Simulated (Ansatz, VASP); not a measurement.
## Two plane-wave programs on AlRu

File INCAR:

```
PREC = Accurate
ENCUT = 520
EDIFF = 1E-6
ISMEAR = 0
SIGMA = 0.15
LREAL = False
LASPH = True
NELM = 80
ALGO = Fast
ISIF = 2
LWAVE = False
LCHARG = False
GGA = PS
NBANDS = 16
```

Contents of KPOINTS:

```
Automatic mesh
0
Gamma
  20 20 20
```

Contents of POSCAR:

```
AlRu
1.0
    2.9317617045      0.0000000000      0.0000000000
    0.0000000000      2.9317617045      0.0000000000
    0.0000000000      0.0000000000      2.8871155871
Al Ru
1 1
Direct
    0.0000000000      0.0000000000      0.0000000000
    0.5000000000      0.5000000000      0.5000000000
```

Input for Ansatz:

```yaml
crystal:
  lattice:
    - [2.9317617045, 0.0, 0.0]
    - [0.0, 2.9317617045, 0.0]
    - [0.0, 0.0, 2.8871155871]
  atoms:
    - { symbol: Al, position: [0.0, 0.0, 0.0] }
    - { symbol: Ru, position: [0.5, 0.5, 0.5] }
basis:
  ecutwfc: 420
kpoints:
  mp_grid: { grid: [20, 20, 20] }
hamiltonian:
  xc: pbesol
scf:
  occupations: { method: gaussian, width: 0.15 }
output:
  forces: true
  stress: true
  eigenvalues: true
  write_density: true
  write_potential: true
  elf: true
  volumetric_format: npy
```

Change from the starting cell: strain -0.015 along x and y, -0.030 along z, atoms carried along.

Alike in both runs: task single point; functional PBEsol; k mesh 20 × 20 × 20; occupations gaussian, width 0.15 eV; no spin polarisation.

|  | VASP | Ansatz |
| --- | --- | --- |
| version | VASP 6.6.1 | Ansatz 0.2.0 |
| potentials or method | VASP PAW PBE potentials, release 64 (Al, Ru_pv), cutoff 520 eV | scalar-relativistic, plane waves, PAW |
| valence electrons in the cell | 17 | 19 |

|  | VASP | Ansatz | Ansatz less VASP |
| --- | --- | --- | --- |
| gap on the k mesh at the Fermi level (eV) | none | none | - |
| pressure (GPa) | 15.3 | 15.2 | -0.08 |
| traceless stress, the component that is largest in VASP (GPa) | 2.20 | 2.19 | -0.012 |

VASP's potentials were made for PBE, not for PBEsol. A gap of «none» marks a metal or a gap that the smearing closes. VASP's potentials hold 17 valence electrons a cell and Ansatz's 19, so a difference there can come from the potentials and not from the codes.
